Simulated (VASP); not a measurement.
Input of a VASP 6.6.1 run:

INCAR

```
SYSTEM = Ge
ALGO = Normal
EDIFF = 1E-7
ENCUT = 520
GGA = CA
ISIF = 2
ISMEAR = -1
LASPH = .True.
LCHARG = .False.
LREAL = .False.
LWAVE = .False.
NBANDS = 21
NELM = 80
PREC = Accurate
SIGMA = 0.1
```

The input KPOINTS:

```
k-points
0
Gamma
  12 12 12
  0 0 0
```

The input POSCAR:

```
Ge
1.0
    0.0000000000      2.3034281676      2.3034281676
    2.3034281676      0.0000000000      2.3034281676
    2.3034281676      2.3034281676      0.0000000000
Ge
2
Direct
   -0.1250000000     -0.1250000000     -0.1250000000
    0.1250000000      0.1250000000      0.1250000000
```

Potentials or basis: VASP PAW LDA potentials, release 64 (Ge_d).

The run is started by

```console
$ cat potpaw_LDA.64/Ge_d/POTCAR > POTCAR
$ mpirun -np 1 vasp_std > vasp.out
```

Question: Estimate the band gap on the k mesh.

Answer: Zero (band 14 reaches 13.32 eV, above the bottom of band 15 at 12.31 eV).

Question: What does it give for the pressure?

Answer: 169.9 GPa.
